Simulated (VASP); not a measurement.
# Sb: single point with PBEsol

Sb:

```
Sb
1.0
     3.29679    0.00000    0.00000
    -1.64840    2.85510    0.00000
     0.00000    0.00000    5.36946
Sb
2
Direct
  0.66667 0.33333 0.75000
  0.33333 0.66667 0.25000
```

```json
{"Program": "VASP 6.6.1", "Task": "single point", "Functional": "PBEsol", "Potentials or basis": "VASP PAW PBE potentials, release 64 (Sb)", "Cutoff": "520 eV", "k mesh": "9 × 9 × 5", "Occupations": "fermi-dirac, width 0.05 eV", "Spin": "no spin polarisation", "Dipole correction": "no", "Further INCAR settings": "ALGO = Normal; EDIFF = 1e-06; NBANDS = 12"}
```

```
Pressure               : 2.0 GPa
Band gap on the k mesh : zero (band 5 reaches 13.67 eV, above the bottom of band 6 at 6.26 eV)
```

Stress tensor (GPa, compression positive):
```
1.95 0.00 0.00
0.00 1.95 0.00
0.00 0.00 2.05
```

Levels at points of the mesh, in eV from the Fermi level:
```
           k point  band 3  band 4  band 5  band 6  band 7  band 8
(0.00, 0.00, 0.00)   -6.15    3.94    3.94    5.70    5.70    6.03
```

Run time: 9.8 s on 1 thread of Intel Xeon 6975P-C, with other jobs on the host, peak memory 0.18 GiB.

Caveat: the PAW data sets were made with another functional, which shifts forces and pressure a little; spin-orbit coupling is left out, which moves the levels of the heavy elements.
